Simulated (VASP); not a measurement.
# AlZnC2N2 in VASP: notebook

The runs below take AlZnC2N2 through single point, with PBE.

Everything below comes from runs of VASP 6.6.1. Logs are shortened: lines on timing, memory, paths and dates and some standing lists are left out, and cuts for length are marked.

## 1. The cell of the first run

It takes space group P6/mmm (No. 191, hexagonal). Conventional cell: a = 3.104 Å, b = 3.104 Å, c = 9.857 Å, α = 90.00°, β = 90.00°, γ = 120.00°. Al (site symmetry 6/mmm) has 2 N at 1.90 Å within 2.5 Å. Zn (site symmetry 6/mmm) has 2 C at 1.86 Å within 2.5 Å. C (site symmetry 6mm) has 1 N at 1.17 Å within 1.6 Å. N (site symmetry 6mm) has 1 C at 1.17 Å within 1.6 Å.

## 2. Single point, PBE

File INCAR:

```
PREC = Accurate ; ENCUT = 520
EDIFF = 1E-6 ; ISMEAR = 0
SIGMA = 0.1 ; LREAL = F
LASPH = T ; NELM = 100
ALGO = Normal ; ISIF = 2
LWAVE = F ; LCHARG = F
GGA = PE ; NBANDS = 26
```

File KPOINTS:

```
Automatic mesh
0
Gamma
  6 6 2
```

File POSCAR:

```
AlZnC2N2
1.0
    3.1041579715      0.0000000000      0.0000000000
   -1.5520789857      2.6882796607      0.0000000000
    0.0000000000      0.0000000000      9.8571286126
Al Zn C N
1 1 2 2
Direct
    0.0000000000      0.0000000000      0.5000000000
    0.0000000000      0.0000000000      0.0000000000
    0.0000000000      0.0000000000      0.8116178666
    0.0000000000      0.0000000000      0.1883821334
    0.0000000000      0.0000000000      0.6925359817
    0.0000000000      0.0000000000      0.3074640183
```

Potentials or basis: VASP PAW PBE potentials, release 64 (Al, Zn, C, N).

The run is started by

```
> cat potpaw_PBE.64/Al/POTCAR potpaw_PBE.64/Zn/POTCAR potpaw_PBE.64/C/POTCAR potpaw_PBE.64/N/POTCAR > POTCAR
> mpirun -np 1 vasp_std > vasp.out
```

OUTCAR:

```text
PREC = Accurate
   ENCUT = 520
   EDIFF = 1E-6
   ISMEAR = 0
   LREAL = F
   LASPH = T
   NELM = 100
   ISIF = 2
   GGA = PE

 ion  position               nearest neighbor table
   1  0.000  0.000  0.500-   5 1.90   6 1.90
   2  0.000  0.000  0.000-   3 1.86   4 1.86
   3  0.000  0.000  0.812-   5 1.17   2 1.86
   4  0.000  0.000  0.188-   6 1.17   2 1.86
   5  0.000  0.000  0.693-   3 1.17   1 1.90
   6  0.000  0.000  0.307-   4 1.17   1 1.90

  LATTYP: Found a hexagonal cell.
 ALAT       =     3.1041579715
 C/A-ratio  =     3.1754597231

  Lattice vectors:

 A1 = (   3.1041579715,   0.0000000000,   0.0000000000)
 A2 = (  -1.5520789857,   2.6882796607,   0.0000000000)
 A3 = (   0.0000000000,   0.0000000000,   9.8571286126)

Analysis of symmetry for initial positions (statically):
=====================================================================
 Subroutine PRICEL returns:
 Original cell was already a primitive cell.

 Routine SETGRP: Setting up the symmetry group for a
 hexagonal supercell.

 Subroutine GETGRP returns: Found 24 space group operations
 (whereof 24 operations were pure point group operations)
 out of a pool of 24 trial point group operations.

The static configuration has the point symmetry D_6h.

Analysis of symmetry for dynamics (positions and initial velocities):
=====================================================================
 Subroutine PRICEL returns:
 Original cell was already a primitive cell.

 Routine SETGRP: Setting up the symmetry group for a
 hexagonal supercell.

 Subroutine GETGRP returns: Found 24 space group operations
 (whereof 24 operations were pure point group operations)
 out of a pool of 24 trial point group operations.

The dynamic configuration has the point symmetry D_6h.

 Subroutine INISYM returns: Found 24 space group operations
 (whereof 24 operations are pure point group operations),
 and found     1 'primitive' translations

----------------------------------------------------------------------------------------

                                     Primitive cell

  volume of cell :      82.2562

  direct lattice vectors                    reciprocal lattice vectors
     3.104157971  0.000000000  0.000000000     0.322148553  0.185992554  0.000000000
    -1.552078986  2.688279661  0.000000000     0.000000000  0.371985108  0.000000000
     0.000000000  0.000000000  9.857128613     0.000000000  0.000000000  0.101449422

  length of vectors
[... 82 lines left out ...]
   NSW    =      0    number of steps for IOM
   IBRION =     -1    ionic relax: 0-MD 1-quasi-New 2-CG
   NFREE  =      0    steps in history (QN), initial steepest desc. (CG)
   ISIF   =      2    stress and relaxation
   ISYM   =      2    0-nonsym 1-usesym 2-fastsym
   POTIM  = 0.5000    time-step for ionic-motion
   TEBEG  =    0.0;   TEEND  =   0.0 temperature during run
   PSTRESS=    0.0 pullay stress
   NELECT =      33.0000    total number of electrons
   NUPDOWN=      -1.0000    fix difference up-down
   EMIN   =  10.00;   EMAX   =-10.00  energy-range for DOS
   EFERMI =   0.00;   METHOD = LEGACY
   ISMEAR =     0;   SIGMA  =   0.10  broadening in eV -4-tet -1-fermi 0-gaus
   EFERMI_NEDOS =   21; number of points for ismear=-14 and -15
   IALGO  =     38    algorithm
   IMIX   =      4    mixing-type and parameters
     AMIX     =   0.40;   BMIX     =  1.00
     AMIX_MAG =   1.60;   BMIX_MAG =  1.00
  volume/ion in A,a.u.               =      13.71        92.52
  Fermi-wavevector in a.u.,A,eV,Ry     =   1.207415  2.281684 19.835268  1.457851
  Thomas-Fermi vector in A             =   2.343053
   LORBIT       =      0    0 simple, 1 ext, 2 COOP (PROOUT), +10 PAW based schemes
   GGA     = PE    functional components
   LHFCALC =     F    Hartree Fock is set to
   AEXX    =    0.0000 exact exchange contribution
   IVDW    =     0    specifies the selected vdW correction
   LEPSILON=     F    determine dielectric tensor
   LRPA    =     F    only Hartree local field effects (RPA)
 non-spin polarized calculation
 Gauss-broadening in eV      SIGMA  =   0.10
  energy-cutoff  :      520.00
  volume of cell :       82.26
 maximum number of plane-waves:      2244
 NGX is ok and might be reduce to    24
   NGX = 11   NGY = 11   NGZ = 37

 number of electron      33.0000002 magnetization

 Free energy of the ion-electron system (eV)
  ---------------------------------------------------
  ext. energy  EPLUGINS =         0.00000000
  ---------------------------------------------------
  free energy    TOTEN  =       -37.57580288 eV

  energy without entropy =      -37.56684198  energy(sigma->0) =      -37.57132243

 E-fermi :   3.4158     XC(G=0):  -9.7208

 val. band max:        3.1870361593   @ k =   0.3333   0.3333   0.5000
 cond. band min:       3.4476771260   @ k =   0.3333   0.1667   0.0000
 fundamental gap:      0.2606409667
 Fermi energy:         3.4157965500

 k-point     1 :       0.0000    0.0000    0.0000
  band No.  band energies     occupation
      1     -16.0976      2.00000
      2     -16.0482      2.00000
      3      -8.1014      2.00000
      4      -6.3835      2.00000
      5      -6.3814      2.00000
      6      -4.9145      2.00000
[... 395 lines left out ...]
     25       9.6774      0.00000
     26      13.5407      0.00000

------------------------ aborting loop because EDIFF is reached ----------------------------------------

  FORCE on cell =-STRESS in cart. coord.  units (eV):
  Direction    XX          YY          ZZ          XY          YZ          ZX
  --------------------------------------------------------------------------------------
  -------------------------------------------------------------------------------------
  Total       -0.0484241     -0.0484241      0.8781884     -0.0000000      0.0000000      0.0000000
  in kB       -0.9431997     -0.9431997     17.1052560     -0.0000000      0.0000000      0.0000000
  external PRESSURE =       5.0729522 kB  Pullay stress =       0.0000000 kB

 VOLUME and BASIS-vectors are now :
 -----------------------------------------------------------------------------
  energy-cutoff  :      520.00
  volume of cell :       82.26
      direct lattice vectors                 reciprocal lattice vectors
     3.104157971  0.000000000  0.000000000     0.322148553  0.185992554  0.000000000
    -1.552078986  2.688279661  0.000000000     0.000000000  0.371985108  0.000000000
     0.000000000  0.000000000  9.857128613     0.000000000  0.000000000  0.101449422

 POSITION                                       TOTAL-FORCE (eV/Angst)
 -----------------------------------------------------------------------------------
      0.00000      0.00000      4.92856         0.000000     -0.000000      0.000000
      0.00000      0.00000      0.00000         0.000000     -0.000000      0.000000
      0.00000      0.00000      8.00022         0.000000      0.000000      0.286113
      0.00000      0.00000      1.85691        -0.000000     -0.000000     -0.286113
      0.00000      0.00000      6.82642        -0.000000     -0.000000     -0.364408
      0.00000      0.00000      3.03071         0.000000      0.000000      0.364408
 -----------------------------------------------------------------------------------
    total drift:                               -0.000000     -0.000000     -0.000000

  FREE ENERGIE OF THE ION-ELECTRON SYSTEM (eV)
  ---------------------------------------------------
  free  energy   TOTEN  =       -37.5758028766 eV

  energy  without entropy=      -37.5668419756  energy(sigma->0) =      -37.57132243
```

OSZICAR:

```text
N       E                     dE             d eps       ncg     rms          rms(c)
DAV:   1     0.226019370481E+03    0.22602E+03   -0.15164E+04   728   0.132E+03
DAV:   2    -0.157255250197E+02   -0.24174E+03   -0.22291E+03   822   0.321E+02
DAV:   3    -0.420728419289E+02   -0.26347E+02   -0.25842E+02   902   0.107E+02
DAV:   4    -0.427161367669E+02   -0.64329E+00   -0.63797E+00   824   0.176E+01
DAV:   5    -0.427251013828E+02   -0.89646E-02   -0.89606E-02   940   0.216E+00    0.141E+01
DAV:   6    -0.379356976861E+02    0.47894E+01   -0.13382E+01  1004   0.576E+01    0.850E+00
DAV:   7    -0.376373609459E+02    0.29834E+00   -0.28938E+00   952   0.206E+01    0.401E+00
DAV:   8    -0.375825335983E+02    0.54827E-01   -0.39126E-01   886   0.491E+00    0.173E+00
DAV:   9    -0.375759688153E+02    0.65648E-02   -0.33765E-02   862   0.137E+00    0.366E-01
DAV:  10    -0.375757082567E+02    0.26056E-03   -0.38795E-03   926   0.758E-01    0.114E-01
DAV:  11    -0.375757818742E+02   -0.73618E-04   -0.51304E-04   846   0.201E-01    0.439E-02
DAV:  12    -0.375758045532E+02   -0.22679E-04   -0.75325E-05   826   0.582E-02    0.117E-02
DAV:  13    -0.375758026812E+02    0.18720E-05   -0.68008E-06   870   0.261E-02    0.555E-03
DAV:  14    -0.375758028766E+02   -0.19539E-06   -0.11390E-06   552   0.110E-02
   1 F= -.37575803E+02 E0= -.37571322E+02  d E =-.896090E-02
```

stdout:

```text
POSCAR found type information on POSCAR AlZnC N
 POSCAR found :  4 types and       6 ions
 scaLAPACK will be used
 LDA part: xc-table for (Slater+PW92), standard interpolation
 POSCAR, INCAR and KPOINTS ok, starting setup
 FFT: planning ... GRIDC
 FFT: planning ... GRID_SOFT
 FFT: planning ... GRID
 WAVECAR not read
 entering main loop
```

Wall time 13 s (1 thread of Intel Xeon 6975P-C (Granite Rapids), shared host); peak memory 0.21 GiB.

What came out:

- Free energy: -37.5758 eV
- Pressure: 0.5 GPa
- Largest force: 0.364 eV/Å
- Band gap on the k mesh: zero (an odd number of electrons rules out a gap without spin polarisation)

Forces in eV/Å, atoms in the order of the input:
```
Al   0.000  0.000  0.000
Zn   0.000  0.000  0.000
C    0.000  0.000  0.286
C    0.000  0.000 -0.286
N    0.000  0.000 -0.364
N    0.000  0.000  0.364
```

Stress tensor (GPa, compression positive):
```
-0.09  0.00  0.00
 0.00 -0.09  0.00
 0.00  0.00  1.71
```

Caveat: the k points lie up to 0.39 Å⁻¹ apart, too coarse for converged energies and pressures of a metal; an odd number of electrons without spin polarisation forces a metal; a magnetic or distorted state may lie lower.

## 3. Single point, PBE

This run uses another cell than the first one, of 13.62 Å³/atom.

File INCAR:

```
ALGO     = Normal         # electronic algorithm
EDIFF    = 1E-7           # SCF threshold, eV
ENCUT    = 520            # plane-wave cutoff, eV
GGA      = PE             # functional
ISIF     = 2              # what is computed and relaxed
ISMEAR   = 0              # smearing method
LASPH    = T              # aspherical terms in the spheres
LCHARG   = F              # write CHGCAR
LREAL    = F              # projectors in reciprocal space
LWAVE    = F              # write WAVECAR
NBANDS   = 26             # bands
NELM     = 80             # most SCF steps
PREC     = Accurate       # precision mode
SIGMA    = 0.1            # smearing width, eV
```

File KPOINTS:

```
k-points
0
Gamma
  4 4 2
```

File POSCAR:

```
AlZnC2N2
1.0
    3.0742767963      0.0513807826      0.0918028326
    1.4793671442      2.6626231182     -0.4257421228
    1.2516911729     -0.8247538536     10.2684637089
Al Zn C N
1 1 2 2
Direct
    0.5000000000      0.5000000000      0.5000000000
    0.0000000000      0.0000000000      0.0000000000
    0.1892659800      0.8100310475      0.8120185974
    0.8107340200      0.1899689525      0.1879814026
    0.3076180187      0.6916574463      0.6939819216
    0.6923819813      0.3083425537      0.3060180784
```

Potentials or basis: VASP PAW PBE potentials, release 64 (Al, Zn, C, N).

The run is started by

```
> cat potpaw_PBE.64/Al/POTCAR potpaw_PBE.64/Zn/POTCAR potpaw_PBE.64/C/POTCAR potpaw_PBE.64/N/POTCAR > POTCAR
> mpirun -np 1 vasp_std > vasp.out
```

OUTCAR:

```text
EDIFF = 1E-7
   ENCUT = 520
   GGA = PE
   ISIF = 2
   ISMEAR = 0
   LASPH = T
   LREAL = F
   NELM = 80
   PREC = Accurate

 ion  position               nearest neighbor table
   1  0.500  0.500  0.500-   5 1.92   6 1.92
   2  0.000  0.000  0.000-   3 1.86   4 1.86
   3  0.189  0.810  0.812-   5 1.17   2 1.86
   4  0.811  0.190  0.188-   6 1.17   2 1.86
   5  0.308  0.692  0.694-   3 1.17   1 1.92
   6  0.692  0.308  0.306-   4 1.17   1 1.92

  LATTYP: Found a triclinic cell.
 ALAT       =     3.1032525058
 B/A-ratio  =     0.9910907583
 C/A-ratio  =     3.1963757583
 COS(alpha) =     0.0031999606
 COS(beta)  =     0.0053869090
 COS(gamma) =     0.5043427329

  Lattice vectors:

 A1 = (   1.5949096521,  -2.6112423356,   0.5175449554)
 A2 = (  -1.4793671442,  -2.6626231182,   0.4257421228)
 A3 = (   0.3432184792,  -1.7864884820,  -9.7509187535)

Analysis of symmetry for initial positions (statically):
=====================================================================
[... 175 lines left out ...]

 E-fermi :   3.4616     XC(G=0):  -9.7547

 val. band max:        3.2100461802   @ k =   0.2500   0.5000   0.5000
 cond. band min:       3.6877306158   @ k =  -0.2500   0.2500   0.5000
 fundamental gap:      0.4776844356
 Fermi energy:         3.4616408545

 k-point     1 :       0.0000    0.0000    0.0000
  band No.  band energies     occupation
      1     -16.0534      2.00000
      2     -16.0077      2.00000
      3      -8.0091      2.00000
      4      -6.2993      2.00000
      5      -6.2942      2.00000
      6      -4.8402      2.00000
[... 569 lines left out ...]
     25      11.9999      0.00000
     26      12.0120      0.00000

------------------------ aborting loop because EDIFF is reached ----------------------------------------

  FORCE on cell =-STRESS in cart. coord.  units (eV):
  Direction    XX          YY          ZZ          XY          YZ          ZX
  --------------------------------------------------------------------------------------
  -------------------------------------------------------------------------------------
  Total       -0.0439322     -0.0078476      0.9270137     -0.0095918      0.1509914     -0.0177984
  in kB       -0.8610197     -0.1538044     18.1683867     -0.1879881      2.9592552     -0.3488278
  external PRESSURE =       5.7178542 kB  Pullay stress =       0.0000000 kB

 VOLUME and BASIS-vectors are now :
 -----------------------------------------------------------------------------
  energy-cutoff  :      520.00
  volume of cell :       81.75
      direct lattice vectors                 reciprocal lattice vectors
     3.074276796  0.051380783  0.091802833     0.330157506 -0.192342426 -0.055693861
     1.479367144  2.662623118 -0.425742123    -0.007380143  0.384755066  0.031802799
     1.251691173 -0.824753854 10.268463709    -0.003257686  0.017671973  0.099202050

 POSITION                                       TOTAL-FORCE (eV/Angst)
 -----------------------------------------------------------------------------------
      2.90267      0.94463      4.96726         0.000000     -0.000000     -0.000000
      0.00000      0.00000      0.00000         0.000000      0.000000      0.000000
      2.79659      1.49682      8.01069        -0.010024      0.058480      0.305422
      3.00875      0.39243      1.92383         0.010024     -0.058480     -0.305422
      2.83757      1.28506      6.85990         0.014113     -0.068706     -0.386050
      2.96777      0.60419      3.07462        -0.014113      0.068706      0.386050
 -----------------------------------------------------------------------------------
    total drift:                               -0.000000      0.000000     -0.000000

  FREE ENERGIE OF THE ION-ELECTRON SYSTEM (eV)
  ---------------------------------------------------
  free  energy   TOTEN  =       -37.5481214472 eV

  energy  without entropy=      -37.5480767375  energy(sigma->0) =      -37.54809909
```

OSZICAR:

```text
N       E                     dE             d eps       ncg     rms          rms(c)
DAV:   1     0.225013163618E+03    0.22501E+03   -0.15124E+04  1040   0.132E+03
DAV:   2    -0.159339889645E+02   -0.24095E+03   -0.22164E+03  1150   0.319E+02
DAV:   3    -0.420299380933E+02   -0.26096E+02   -0.25661E+02  1294   0.108E+02
DAV:   4    -0.426516686232E+02   -0.62173E+00   -0.61938E+00  1184   0.175E+01
DAV:   5    -0.426603657309E+02   -0.86971E-02   -0.86952E-02  1360   0.215E+00    0.140E+01
DAV:   6    -0.379031429195E+02    0.47572E+01   -0.13303E+01  1446   0.570E+01    0.835E+00
DAV:   7    -0.376052359047E+02    0.29791E+00   -0.27843E+00  1390   0.198E+01    0.402E+00
DAV:   8    -0.375543132123E+02    0.50923E-01   -0.35914E-01  1262   0.469E+00    0.165E+00
DAV:   9    -0.375479997031E+02    0.63135E-02   -0.32398E-02  1322   0.151E+00    0.342E-01
DAV:  10    -0.375480239019E+02   -0.24199E-04   -0.40197E-03  1376   0.803E-01    0.119E-01
DAV:  11    -0.375481036000E+02   -0.79698E-04   -0.49989E-04  1204   0.189E-01    0.401E-02
DAV:  12    -0.375481238273E+02   -0.20227E-04   -0.81622E-05  1246   0.634E-02    0.133E-02
DAV:  13    -0.375481214995E+02    0.23279E-05   -0.58760E-06  1260   0.287E-02    0.629E-03
DAV:  14    -0.375481215047E+02   -0.52219E-08   -0.17382E-06  1296   0.901E-03    0.128E-03
DAV:  15    -0.375481214472E+02    0.57468E-07   -0.18589E-07  1000   0.421E-03
   1 F= -.37548121E+02 E0= -.37548099E+02  d E =-.447097E-04
```

stdout:

```text
POSCAR found type information on POSCAR AlZnC N
 POSCAR found :  4 types and       6 ions
 scaLAPACK will be used
 LDA part: xc-table for (Slater+PW92), standard interpolation
 POSCAR, INCAR and KPOINTS ok, starting setup
 FFT: planning ... GRIDC
 FFT: planning ... GRID_SOFT
 FFT: planning ... GRID
 WAVECAR not read
 entering main loop
```

It took 18 s on 1 thread of Intel Xeon 6975P-C (Granite Rapids), shared host; peak memory 0.22 GiB.

What came out:

```yaml
Free_energy: -37.5481 eV
Pressure: 0.6 GPa
Largest_force: 0.392 eV/Å
Band_gap_on_the_k_mesh: zero (an odd number of electrons rules out a gap without spin polarisation)
```

Forces in eV/Å, atoms in the order of the input:
```
Al   0.000  0.000  0.000
Zn   0.000  0.000  0.000
C   -0.010  0.058  0.305
C    0.010 -0.058 -0.305
N    0.014 -0.069 -0.386
N   -0.014  0.069  0.386
```

Stress tensor (GPa, compression positive):
```
-0.09 -0.02 -0.03
-0.02 -0.02  0.30
-0.03  0.30  1.82
```

Levels at points of the mesh, in eV from the Fermi level:
| k point | band 13 | band 14 | band 15 | band 16 | band 17 | band 18 | band 19 | band 20 | band 21 | band 22 |
| --- | --- | --- | --- | --- | --- | --- | --- | --- | --- | --- |
| (0.00, 0.00, 0.00) | -3.87 | -3.82 | -3.77 | -2.93 | 1.28 | 4.04 | 4.11 | 4.62 | 4.67 | 6.50 |
| (0.50, 0.00, 0.00) | -5.49 | -4.44 | -4.34 | -1.94 | -1.78 | 1.20 | 2.47 | 3.21 | 3.37 | 3.60 |
| (0.00, 0.50, 0.00) | -5.49 | -4.44 | -4.34 | -1.94 | -1.78 | 1.21 | 2.47 | 3.20 | 3.37 | 3.60 |
| (0.50, 0.50, 0.00) | -5.52 | -4.54 | -4.38 | -2.67 | -0.31 | 0.85 | 1.23 | 2.84 | 3.85 | 4.76 |
| (0.00, 0.00, 0.50) | -3.86 | -3.83 | -3.78 | -2.73 | 1.11 | 4.14 | 4.21 | 4.50 | 4.56 | 6.78 |
| (0.50, 0.00, 0.50) | -5.58 | -4.46 | -4.31 | -2.71 | -0.36 | 0.83 | 1.13 | 2.97 | 3.94 | 4.74 |
| (0.00, 0.50, 0.50) | -5.58 | -4.46 | -4.31 | -2.71 | -0.35 | 0.83 | 1.14 | 2.97 | 3.94 | 4.74 |
| (0.50, 0.50, 0.50) | -5.43 | -4.51 | -4.41 | -1.91 | -1.75 | 1.30 | 2.49 | 3.09 | 3.40 | 3.49 |

Caveat: the k points lie up to 0.61 Å⁻¹ apart, too coarse for converged energies and pressures of a metal; an odd number of electrons without spin polarisation forces a metal; a magnetic or distorted state may lie lower.

The gap in the log of VASP goes by the Fermi energy; the results here count the filled bands.